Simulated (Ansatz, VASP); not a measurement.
# Two plane-wave programs on BeS

INCAR

```
PREC     = Accurate       # precision mode
ENCUT    = 520            # plane-wave cutoff, eV
EDIFF    = 1E-6           # SCF threshold, eV
ISMEAR   = -1             # smearing method
SIGMA    = 0.02           # smearing width, eV
LREAL    = F              # projectors in reciprocal space
LASPH    = T              # aspherical terms in the spheres
NELM     = 100            # most SCF steps
ALGO     = Normal         # electronic algorithm
ISIF     = 2              # what is computed and relaxed
LWAVE    = F              # write WAVECAR
LCHARG   = F              # write CHGCAR
GGA      = PE             # functional
NBANDS   = 11             # bands
```

The input KPOINTS:

```
Automatic mesh
0
Gamma
  10 10 10
```

Contents of POSCAR:

```
BeS
1.0
    0.0000000000      2.3885416711      2.4343066359
    2.3885416711      0.0000000000      2.4343066359
    2.3885416711      2.3885416711      0.0000000000
Be S
1 1
Direct
    0.0000000000      0.0000000000      0.0000000000
    0.2500000000      0.2500000000      0.2500000000
```

Input for Ansatz:

```yaml
crystal:
  lattice:
    - [0.0, 2.3885416711, 2.4343066359]
    - [2.3885416711, 0.0, 2.4343066359]
    - [2.3885416711, 2.3885416711, 0.0]
  atoms:
    - { symbol: Be, position: [0.0, 0.0, 0.0] }
    - { symbol: S, position: [0.25, 0.25, 0.25] }
kpoints:
  mp_grid: { grid: [10, 10, 10] }
  band_path:
    path:
      - [0.0, 0.0, 0.0]
      - [-0.5, -0.5, 0.0]
      - [-0.375, -0.375, 0.25]
      - [-0.375, 0.0, 0.375]
      - [0.0, 0.0, 0.5]
      - [-0.5, -0.25, 0.25]
      - [-0.0375, 0.0, 0.0375]
      - [0.0, 0.5, 0.5]
    npoints: 1
hamiltonian:
  xc: pbe
scf:
  occupations: { method: fermi_dirac, width: 0.02 }
  n_extra_bands: 4
output:
  forces: true
  stress: true
  eigenvalues: true
```

Change from the starting cell: biaxial_xy strain -1.9%.

Alike in both runs: task single point; functional PBE; k mesh 10 × 10 × 10; occupations fermi-dirac, width 0.02 eV; no spin polarisation.

```csv
,VASP,Ansatz
version,VASP 6.6.1,Ansatz 0.2.0
potentials or method,"VASP PAW PBE potentials, release 64 (Be, S)","plane waves, PAW"
plane-wave cutoff (eV),520,420
valence electrons in the cell,8,8
```

Ansatz gave:

```
gap on the k mesh at the Fermi level (eV)                     : 2.96
pressure (GPa)                                                : 4.3
traceless stress, the component that is largest in VASP (GPa) : -1.30
```

Task: Which values does VASP return?

Result: gap on the k mesh at the Fermi level (eV): 2.96; pressure (GPa): 4.3; traceless stress, the component that is largest in VASP (GPa): -1.29.

The functional is the same, so the differences come from potentials, cutoffs and numerics.
